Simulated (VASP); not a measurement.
The system is Y3Ge6S.

```
Y Ge S
1.0
     0.00000    4.87088    4.87088
     4.87088    0.00000    4.87088
     4.87088    4.87088    0.00000
Y Ge S
3 6 1
Direct
  0.50000 0.50000 0.50000
  0.25000 0.25000 0.25000
  0.75000 0.75000 0.75000
  0.74794 0.25206 0.25206
  0.25206 0.74794 0.74794
  0.25206 0.74794 0.25206
  0.74794 0.25206 0.74794
  0.25206 0.25206 0.74794
  0.74794 0.74794 0.25206
  0.00000 0.00000 0.00000
```

The cell was built from a structure type or drawn by symmetry, and may not be a known phase.

```yaml
Program: VASP 6.6.1
Task: relaxation of cell and atoms
Functional: PBE
Potentials_or_basis: VASP PAW PBE potentials, release 64 (Y_sv, Ge_d, S)
Cutoff: 600 eV
k_mesh: 4 × 4 × 4
Occupations: gaussian, width 0.1 eV
Spin: no spin polarisation
```

At the start: pressure 5.9 GPa; volume 23.11 Å³/atom.

**Question.** How do energy, volume and symmetry change on relaxing?

**Answer.** Over 5 steps the energy falls by 209.1 meV/atom and the volume is 24.86 Å³/atom (+7.5 %); space group Fm-3m (No. 225, to 0.1 Å) before and after.

Step by step:
```
step  energy change (eV)  largest force (eV/Å)  pressure (GPa)  volume (Å³)
   1              0.0000                3.3215            5.88       231.13
   2             -1.9343                0.5067           -2.53       260.69
   3             -1.9343                0.5182           -2.52       260.52
   4             -2.0900                0.0454            0.19       247.77
   5             -2.0907                0.0035           -0.02       248.57
```

Final structure:
```
Y Ge S
1.0
     0.00000    4.99044    4.99044
     4.99044    0.00000    4.99044
     4.99044    4.99044    0.00000
Y Ge S
3 6 1
Direct
  0.50000 0.50000 0.50000
  0.25000 0.25000 0.25000
  0.75000 0.75000 0.75000
  0.76774 0.23226 0.23226
  0.23226 0.76774 0.76774
  0.23226 0.76774 0.23226
  0.76774 0.23226 0.76774
  0.23226 0.23226 0.76774
  0.76774 0.76774 0.23226
  0.00000 0.00000 0.00000
```
